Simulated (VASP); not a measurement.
Wanted: the native input for a VASP 6.6.1 run.

* Task: single point
* Functional: BLYP
* Potentials or basis: VASP PAW PBE potentials, release 64 (Ta_pv)
* Cutoff: 520 eV
* k mesh: 22 × 22 × 22
* Occupations: fermi-dirac, width 0.1 eV
* Spin: no spin polarisation
* Dipole correction: no
* Further INCAR settings: ALGO = Normal; EDIFF = 1e-06; NBANDS = 12

The structure of Ta lies in POSCAR:

```
Ta
1.0
   -1.6999168101      1.6999168101      1.6999168101
    1.6999168101     -1.6999168101      1.6999168101
    1.6999168101      1.6999168101     -1.6999168101
Ta
1
Direct
    0.0000000000      0.0000000000      0.0000000000
```

This cell differs from its parent crystal: volume scaled by 1.04.

One way to write it, as run:

INCAR

```
SYSTEM = Ta
PREC = Accurate
ENCUT = 520
EDIFF = 1E-6
ISMEAR = -1
SIGMA = 0.1
LREAL = .FALSE.
LASPH = .TRUE.
NELM = 80
ALGO = Normal
ISIF = 2
LWAVE = .FALSE.
LCHARG = .FALSE.
GGA = B5
ALDAX = 1.0
AGGAX = 1.0
AGGAC = 1.0
ALDAC = 0.0
NBANDS = 12
```

KPOINTS

```
Automatic mesh
0
G
  22 22 22
  0 0 0
```

Potentials or basis: VASP PAW PBE potentials, release 64 (Ta_pv).

The run is started by

```sh
$ cat potpaw_PBE.64/Ta_pv/POTCAR > POTCAR
$ mpirun -np 1 vasp_std > vasp.out
```

Results of the run:

The pressure is -6.0 GPa.

Caveat: the PAW data sets were made with another functional, which shifts forces and pressure a little.

Wall time 71 s on 1 thread of Intel Xeon 8259CL (shared host), peak memory 0.2 GiB.
